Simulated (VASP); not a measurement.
The system is ZrHg.

```xyz
2
Lattice="3.1565 0.0000 0.0000 0.0000 3.1565 0.0000 0.0000 0.0000 4.3094" Properties=species:S:1:pos:R:3 pbc="T T T"
Zr    1.5783    1.5783    2.1547
Hg    0.0000    0.0000    0.0000
```

```yaml
Program: VASP 6.6.1
Task: relaxation of cell and atoms
Functional: LDA
Potentials_or_basis: VASP PAW LDA potentials, release 64 (Zr_sv, Hg)
Cutoff: 600 eV
k_mesh: 14 × 14 × 10
Occupations: gaussian, width 0.1 eV
Spin: no spin polarisation
```

At the start: pressure -7.4 GPa; volume 21.47 Å³/atom.

**Question.** Where does the relaxation end?

**Answer.** Over 6 steps the energy falls by 34.7 meV/atom and the volume is 20.04 Å³/atom (-6.7 %); space group P4/mmm (No. 123, to 0.05 Å).

The path:
| step | energy change (eV) | largest force (eV/Å) | pressure (GPa) | volume (Å³) |
| --- | --- | --- | --- | --- |
| 1 | 0.0000 | 0.0000 | -7.35 | 42.94 |
| 2 | 0.0348 | 0.0000 | 11.84 | 37.10 |
| 3 | -0.0690 | 0.0000 | -0.15 | 40.16 |
| 4 | -0.0691 | 0.0000 | 0.02 | 40.11 |
| 5 | -0.0693 | 0.0000 | 0.02 | 40.10 |
| 6 | -0.0694 | 0.0000 | 0.02 | 40.08 |

Final structure:
```
CELL_PARAMETERS angstrom
3.07677 0.00000 0.00000
0.00000 3.07677 0.00000
0.00000 0.00000 4.23368
ATOMIC_POSITIONS crystal
Zr 0.50000 0.50000 0.50000
Hg 0.00000 0.00000 0.00000
```
